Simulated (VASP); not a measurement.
# WSe2 (P6_3/mmc) in VASP: a series of runs, part 3 of 3

VASP 6.6.1.

### Step 5. Relaxation of shape and atoms at fixed volume, PBEsol+D3(BJ) (20.57 Å³/atom)

This run uses another cell than the first one, of 20.57 Å³/atom.

Contents of INCAR:

```
ALGO = Normal ; EDIFF = 1E-7
EDIFFG = -0.01 ; ENCUT = 600
GGA = PS ; IBRION = 2
ISIF = 4 ; ISMEAR = 0
IVDW = 12 ; LASPH = T
LCHARG = F ; LREAL = F
LWAVE = F ; NELM = 80
NSW = 50 ; PREC = Accurate
SIGMA = 0.02
```

Contents of KPOINTS:

```
k-points
0
Gamma
  12 12 2
```

Contents of POSCAR:

```
WSe2
1.0
    3.3043336960      0.0000000000      0.0000000000
   -1.6521668480      2.8616369233      0.0000000000
    0.0000000000      0.0000000000     13.0521414278
W Se
2 4
Direct
    0.3333333333      0.6666666667      0.2500000000
    0.6666666667      0.3333333333      0.7500000000
    0.3333333333      0.6666666667      0.6200315922
    0.6666666667      0.3333333333      0.1200315922
    0.3333333333      0.6666666667      0.8799684078
    0.6666666667      0.3333333333      0.3799684078
```

Potentials or basis: VASP PAW PBE potentials, release 64 (W_sv, Se).

On the command line:

```bash
cat potpaw_PBE.64/W_sv/POTCAR potpaw_PBE.64/Se/POTCAR > POTCAR
mpirun -np 1 vasp_std > vasp.out
```

OUTCAR:

```text
EDIFF = 1E-7
   EDIFFG = -0.01
   ENCUT = 600
   GGA = PS
   IBRION = 2
   ISIF = 4
   ISMEAR = 0
   IVDW = 12
   LASPH = T
   LREAL = F
   NELM = 80
   NSW = 50
   PREC = Accurate
 IVDW          = 12

 ion  position               nearest neighbor table
   1  0.333  0.667  0.250-   4 2.55   6 2.55   4 2.55   6 2.55   4 2.55   6 2.55
   2  0.667  0.333  0.750-   3 2.55   5 2.55   3 2.55   5 2.55   3 2.55   5 2.55
   3  0.333  0.667  0.620-   2 2.55   2 2.55   2 2.55
   4  0.667  0.333  0.120-   1 2.55   1 2.55   1 2.55
   5  0.333  0.667  0.880-   2 2.55   2 2.55   2 2.55
   6  0.667  0.333  0.380-   1 2.55   1 2.55   1 2.55

  LATTYP: Found a hexagonal cell.
 ALAT       =     3.3043336960
 C/A-ratio  =     3.9500070600

  Lattice vectors:

 A1 = (   3.3043336960,   0.0000000000,   0.0000000000)
 A2 = (  -1.6521668480,   2.8616369233,   0.0000000000)
 A3 = (   0.0000000000,   0.0000000000,  13.0521414278)

Analysis of symmetry for initial positions (statically):
=====================================================================
 Subroutine PRICEL returns:
 Original cell was already a primitive cell.

 Routine SETGRP: Setting up the symmetry group for a
 hexagonal supercell.

 Subroutine GETGRP returns: Found 24 space group operations
 (whereof 12 operations were pure point group operations)
 out of a pool of 24 trial point group operations.

The static configuration has the point symmetry D_3d.
 The point group associated with its full space group is D_6h.

Analysis of symmetry for dynamics (positions and initial velocities):
=====================================================================
 Subroutine PRICEL returns:
 Original cell was already a primitive cell.

 Routine SETGRP: Setting up the symmetry group for a
 hexagonal supercell.

 Subroutine GETGRP returns: Found 24 space group operations
 (whereof 12 operations were pure point group operations)
 out of a pool of 24 trial point group operations.

The dynamic configuration has the point symmetry D_3d.
 The point group associated with its full space group is D_6h.

 Subroutine INISYM returns: Found 24 space group operations
 (whereof 12 operations are pure point group operations),
 and found     1 'primitive' translations

----------------------------------------------------------------------------------------

                                     Primitive cell

  volume of cell :     123.4185

  direct lattice vectors                    reciprocal lattice vectors
     3.304333696  0.000000000  0.000000000     0.302632873  0.174725171  0.000000000
    -1.652166848  2.861636923  0.000000000     0.000000000  0.349450341  0.000000000
     0.000000000  0.000000000 13.052141428     0.000000000  0.000000000  0.076615780

  length of vectors
     3.304333696  3.304333696 13.052141428     0.349450341  0.349450341  0.076615780

  position of ions in fractional coordinates (direct lattice)
     0.333333333  0.666666667  0.250000000
     0.666666667  0.333333333  0.750000000
     0.333333333  0.666666667  0.620031592
     0.666666667  0.333333333  0.120031592
     0.333333333  0.666666667  0.879968408
     0.666666667  0.333333333  0.379968408

  ion indices of the primitive-cell ions
   primitive index   ion index
                 1           1
                 2           2
                 3           3
                 4           4
                 5           5
                 6           6

----------------------------------------------------------------------------------------

 KPOINTS: k-points

Automatic generation of k-mesh.
 Grid dimensions read from file:
 generate k-points for:   12   12    2

 Generating k-lattice:

  Cartesian coordinates                     Fractional coordinates (reciprocal lattice)
     0.025219406  0.014560431  0.000000000     0.083333333  0.000000000  0.000000000
     0.000000000  0.029120862  0.000000000     0.000000000  0.083333333  0.000000000
     0.000000000  0.000000000  0.038307890     0.000000000  0.000000000  0.500000000

  Length of vectors
     0.029120862  0.029120862  0.038307890

  Shift w.r.t. Gamma in fractional coordinates (k-lattice)
     0.000000000  0.000000000  0.000000000

 Subroutine IBZKPT returns following result:
 ===========================================

 Found     38 irreducible k-points:

 Following reciprocal coordinates:
            Coordinates               Weight
  0.000000  0.000000  0.000000      1.000000
  0.083333  0.000000  0.000000      6.000000
  0.166667  0.000000  0.000000      6.000000
  0.250000  0.000000  0.000000      6.000000
  0.333333  0.000000  0.000000      6.000000
  0.416667  0.000000  0.000000      6.000000
[... 16 lines left out ...]
  0.250000  0.000000  0.500000      6.000000
  0.333333  0.000000  0.500000      6.000000
 [... further k-points ...]
   k-points           NKPTS =     38   k-points in BZ     NKDIM =     38   number of bands    NBANDS=     31
   number of dos      NEDOS =    301   number of ions     NIONS =      6
   total plane-waves  NPLWV =  84672
   dimension x,y,z NGX =    28 NGY =   28 NGZ =  108
   dimension x,y,z NGXF=    56 NGYF=   56 NGZF=  216
   ions per type =               2   4
   NGX,Y,Z   is equivalent  to a cutoff of  14.09, 14.09, 13.76 a.u.
   NGXF,Y,Z  is equivalent  to a cutoff of  28.17, 28.17, 27.51 a.u.
 SYSTEM =  unknown system
   PREC   = accura    normal or accurate (medium, high low for compatibility)
   ISTART =      0    job   : 0-new  1-cont  2-samecut
   ICHARG =      2    charge: 1-file 2-atom 10-const
   ISPIN  =      1    spin polarized calculation?
   LNONCOLLINEAR =      F non collinear calculations
   LSORBIT =      F    spin-orbit coupling
   LASPH  =      T    aspherical Exc in radial PAW
   ENCUT  =  600.0 eV  44.10 Ry    6.64 a.u.   6.60  6.60 26.07*2*pi/ulx,y,z
   NELM   =     80;   NELMIN=  2; NELMDL= -5     # of ELM steps
   EDIFF  = 0.1E-06   stopping-criterion for ELM
   LREAL  =      F    real-space projection
   EDIFFG = -.1E-01   stopping-criterion for IOM
   NSW    =     50    number of steps for IOM
   IBRION =      2    ionic relax: 0-MD 1-quasi-New 2-CG
   NFREE  =      1    steps in history (QN), initial steepest desc. (CG)
   ISIF   =      4    stress and relaxation
   ISYM   =      2    0-nonsym 1-usesym 2-fastsym
   POTIM  = 0.5000    time-step for ionic-motion
   TEBEG  =    0.0;   TEEND  =   0.0 temperature during run
   PSTRESS=    0.0 pullay stress
   NELECT =      52.0000    total number of electrons
   NUPDOWN=      -1.0000    fix difference up-down
   EMIN   =  10.00;   EMAX   =-10.00  energy-range for DOS
   EFERMI =   0.00;   METHOD = LEGACY
   ISMEAR =     0;   SIGMA  =   0.02  broadening in eV -4-tet -1-fermi 0-gaus
   EFERMI_NEDOS =   21; number of points for ismear=-14 and -15
   IALGO  =     38    algorithm
   IMIX   =      4    mixing-type and parameters
     AMIX     =   0.40;   BMIX     =  1.00
     AMIX_MAG =   1.60;   BMIX_MAG =  1.00
  volume/ion in A,a.u.               =      20.57       138.81
  Fermi-wavevector in a.u.,A,eV,Ry     =   1.227296  2.319253 20.493840  1.506255
  Thomas-Fermi vector in A             =   2.362264
   LORBIT       =      0    0 simple, 1 ext, 2 COOP (PROOUT), +10 PAW based schemes
   GGA     = PS    functional components
   LHFCALC =     F    Hartree Fock is set to
   AEXX    =    0.0000 exact exchange contribution
   IVDW    =    12    specifies the selected vdW correction
   LEPSILON=     F    determine dielectric tensor
   LRPA    =     F    only Hartree local field effects (RPA)
 conjugate gradient relaxation of ions
 non-spin polarized calculation
 Gauss-broadening in eV      SIGMA  =   0.02
  energy-cutoff  :      600.00
  volume of cell :      123.42
 maximum number of plane-waves:      4192
 NGX is ok and might be reduce to    28
   NGX = 13   NGY = 13   NGZ = 53

--------------------------------------- Ionic step        1  -------------------------------------------

 number of electron      51.9999999 magnetization

 Free energy of the ion-electron system (eV)
  ---------------------------------------------------
  ext. energy  EPLUGINS =         0.00000000
  ---------------------------------------------------
  free energy    TOTEN  =       -46.50030501 eV

  energy without entropy =      -46.50030501  energy(sigma->0) =      -46.50030501

------------------------ aborting loop because EDIFF is reached ----------------------------------------

 Edisp (eV)   -2.58717

 E8    (eV) :    -1.7388
[... 255 lines left out ...]
--------------------------------------- Ionic step        7  -------------------------------------------

 number of electron      52.0000002 magnetization

 Free energy of the ion-electron system (eV)
  ---------------------------------------------------
  ext. energy  EPLUGINS =         0.00000000
  ---------------------------------------------------
  free energy    TOTEN  =       -46.55158514 eV

  energy without entropy =      -46.55158514  energy(sigma->0) =      -46.55158514

 E-fermi :   5.9739     XC(G=0): -10.7947

 val. band max:        5.8612875745   @ k =   0.0000   0.0000   0.0000
 cond. band min:       6.9100009634   @ k =   0.1667   0.1667   0.0000
 fundamental gap:      1.0487133889
 Fermi energy:         5.9738935498

 k-point     1 :       0.0000    0.0000    0.0000
  band No.  band energies     occupation
      1     -68.3121      2.00000
      2     -68.3121      2.00000
      3     -32.5705      2.00000
      4     -32.5705      2.00000
      5     -32.4259      2.00000
      6     -32.4259      2.00000
[... 805 lines left out ...]
     30       7.9922      0.00000
     31       9.1016      0.00000

 [... further k-points ...]

------------------------ aborting loop because EDIFF is reached ----------------------------------------

 Edisp (eV)   -2.58251

 E8    (eV) :    -1.7350
[... 29 lines left out ...]
  FREE ENERGIE OF THE ION-ELECTRON SYSTEM (eV)
  ---------------------------------------------------
  free  energy   TOTEN  =       -49.1340970878 eV

  energy  without entropy=      -49.1340970878  energy(sigma->0) =      -49.13409709

 reached required accuracy - stopping structural energy minimisation
```

OSZICAR:

```text
N       E                     dE             d eps       ncg     rms          rms(c)
DAV:   1     0.532573701789E+03    0.53257E+03   -0.30285E+04  2628   0.181E+03
DAV:   2    -0.111858406636E+02   -0.54376E+03   -0.53242E+03  2750   0.449E+02
[... 63 lines left out ...]
DAV:   1    -0.465515885230E+02    0.50213E-04   -0.35401E-03  2475   0.296E-01    0.500E-02
DAV:   2    -0.465515908795E+02   -0.23565E-05   -0.21226E-04  2734   0.618E-02    0.233E-02
DAV:   3    -0.465515868932E+02    0.39863E-05   -0.24002E-05  2778   0.266E-02    0.164E-02
DAV:   4    -0.465515853100E+02    0.15832E-05   -0.50461E-06  2928   0.114E-02    0.736E-03
DAV:   5    -0.465515851232E+02    0.18680E-06   -0.68456E-07  2583   0.394E-03    0.143E-03
DAV:   6    -0.465515851420E+02   -0.18779E-07   -0.15856E-07  1595   0.206E-03
   7 F= -.49134097E+02 E0= -.49134097E+02  d E =-.822456E-05
```

CONTCAR:

```text
WSe2
   1.00000000000000
     3.2772329896405554    0.0000000000000000    0.0000000000000000
    -1.6386164948202777    2.8381670231380922    0.0000000000000000
     0.0000000000000000    0.0000000000000000   13.2689003743200846
  W               Se
     2     4
Direct
     0.3333333332999970    0.6666666667000030    0.2500000000000000
     0.6666666667000030    0.3333333332999970    0.7500000000000000
     0.3333333332999970    0.6666666667000030    0.6236247335776508
     0.6666666667000030    0.3333333332999970    0.1236247335776508
     0.3333333332999970    0.6666666667000030    0.8763752664223492
     0.6666666667000030    0.3333333332999970    0.3763752664223492

  0.00000000E+00  0.00000000E+00  0.00000000E+00
  0.00000000E+00  0.00000000E+00  0.00000000E+00
  0.00000000E+00  0.00000000E+00  0.00000000E+00
  0.00000000E+00  0.00000000E+00  0.00000000E+00
  0.00000000E+00  0.00000000E+00  0.00000000E+00
  0.00000000E+00  0.00000000E+00  0.00000000E+00
```

It took 11 min on 1 thread of Intel Xeon Platinum 8488C (Sapphire Rapids), shared host; peak memory 0.39 GiB.

Results:

```yaml
Free_energy: -49.1341 eV
Energy_gained_by_relaxing: 7.8 meV/atom
Ionic_steps: 7
Pressure_after_relaxing: -3.8 GPa
Largest_force_after_relaxing: 0.007 eV/Å
Band_gap_on_the_k_mesh: 1.05 eV (least direct gap 1.58 eV)
Dispersion_energy_per_atom: -0.430 eV
```

Forces in eV/Å, atoms in the order of the input:
```
W    0.000  0.000  0.000
W    0.000  0.000  0.000
Se   0.000  0.000  0.007
Se   0.000  0.000  0.007
Se   0.000  0.000 -0.007
Se   0.000  0.000 -0.007
```

The path:
```tsv
step	energy change (eV)	largest force (eV/Å)	pressure (GPa)	volume (Å³)
1	0.0000	0.5317	-7.39	123.42
2	-0.0282	0.0453	-5.19	123.42
3	-0.0282	0.0478	-5.20	123.42
4	-0.0409	0.0208	-4.56	123.42
5	-0.0466	0.0118	-3.72	123.42
6	-0.0466	0.0131	-3.69	123.42
7	-0.0466	0.0075	-3.78	123.42
```

Final structure:
```
W Se
1.0
     3.27723    0.00000    0.00000
    -1.63862    2.83817    0.00000
     0.00000    0.00000   13.26890
W Se
2 4
Direct
  0.33333 0.66667 0.25000
  0.66667 0.33333 0.75000
  0.33333 0.66667 0.62362
  0.66667 0.33333 0.12362
  0.33333 0.66667 0.87638
  0.66667 0.33333 0.37638
```

Caveat: the PAW data sets were made with another functional, which shifts forces and pressure a little; spin-orbit coupling is left out, which moves the levels of the heavy elements. A k mesh can miss the band edges.

### Step 6. The runs side by side

```tsv
task	cell	cutoff (eV)	gap on the mesh (eV)	pressure (GPa)	largest force (eV/Å)
single point	a = 3.264, b = 3.264, c = 12.892 Å, angles 90.0, 90.0, 120.0°, 6 atoms, atomic positions A	520	0.91	-2.5	0.07
single point	a = 3.275, b = 3.275, c = 13.284 Å, angles 90.0, 90.0, 120.0°, 6 atoms, atomic positions B	520	1.06	-3.4	0.06
relaxation of shape and atoms at fixed volume	relaxed from a = 3.116, b = 3.116, c = 11.739 Å, angles 90.0, 90.0, 120.0°, 6 atoms, atomic positions C	600	0.23	14.9	-
relaxation of shape and atoms at fixed volume	relaxed from a = 3.304, b = 3.304, c = 13.052 Å, angles 90.0, 90.0, 120.0°, 6 atoms, atomic positions A	600	1.05	-3.8	0.01
```

Alike in all rows: level PBEsol+D3(BJ); potentials or basis VASP PAW PBE potentials, release 64 (W_sv, Se); no spin polarisation; k mesh 12 × 12 × 2; smearing gaussian 0.02 eV.

Caveats: the PAW data sets were made with another functional, which shifts forces and pressure a little; spin-orbit coupling is left out, which moves the levels of the heavy elements; the cell stands under tension (at least some runs).

Total energies depend on the potentials used, so only differences within one code and one set of settings carry meaning.
